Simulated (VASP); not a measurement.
A run of VASP 6.6.1 is set up as follows.

POSCAR

```
SiC
1.0
    3.1080322038      0.0000000000      0.0000000000
   -1.5540161019      2.6916348443      0.0000000000
    0.0000000000      0.0000000000     10.1765456288
Si C
4 4
Direct
    0.6666666667      0.3333333333      0.9378376196
    0.3333333333      0.6666666667      0.4378376196
    0.0000000000      0.0000000000      0.6878931818
    0.0000000000      0.0000000000      0.1878931818
    0.6666666667      0.3333333333      0.7498040040
    0.3333333333      0.6666666667      0.2498040040
    0.0000000000      0.0000000000      0.5004641946
    0.0000000000      0.0000000000      0.0004641946
```

The input INCAR.step1:

```
SYSTEM = SiC
PREC     = Accurate       ! precision mode
ENCUT    = 520            ! plane-wave cutoff, eV
ISMEAR   = 0              ! smearing method
SIGMA    = 0.02           ! smearing width, eV
LREAL    = .False.        ! projectors in reciprocal space
LASPH    = .True.         ! aspherical terms in the spheres
NELM     = 60             ! most SCF steps
NBANDS   = 26             ! bands
GGA      = PE             ! functional
ALGO     = Normal         ! electronic algorithm
EDIFF    = 1E-4           ! SCF threshold, eV
LWAVE    = .True.         ! write WAVECAR
LCHARG   = .False.        ! write CHGCAR
```

INCAR.step2

```
SYSTEM = SiC
PREC     = Accurate       ! precision mode
ENCUT    = 520            ! plane-wave cutoff, eV
EDIFF    = 1E-6           ! SCF threshold, eV
ISMEAR   = 0              ! smearing method
SIGMA    = 0.02           ! smearing width, eV
LREAL    = .False.        ! projectors in reciprocal space
LASPH    = .True.         ! aspherical terms in the spheres
NELM     = 60             ! most SCF steps
ALGO     = Normal         ! electronic algorithm
ISIF     = 2              ! what is computed and relaxed
LWAVE    = .False.        ! write WAVECAR
LCHARG   = .False.        ! write CHGCAR
METAGGA  = R2SCAN         ! meta-GGA
LMIXTAU  = .True.       
NBANDS   = 26             ! bands
ISTART   = 1
```

The input KPOINTS:

```
Automatic mesh
0
Gamma
  12 12 4
  0 0 0
```

Potentials or basis: VASP PAW PBE potentials, release 64 (Si, C).

Launch:

```sh
$ cat potpaw_PBE.64/Si/POTCAR potpaw_PBE.64/C/POTCAR > POTCAR
$ cp INCAR.step1 INCAR
$ mpirun -np 1 vasp_std > vasp.out
$ cp INCAR.step2 INCAR
$ mpirun -np 1 vasp_std > vasp.out
```

(1) What does it give for the band gap on the k mesh?

(2) What does it give for the pressure?

(3) What does it give for the largest force?

## Answers

(1) 2.59 eV (least direct gap 3.77 eV).

(2) -6.5 GPa.

(3) 0.011 eV/Å.

Caveat: the cell stands under tension; the PAW data sets were made with another functional, which shifts forces and pressure a little.
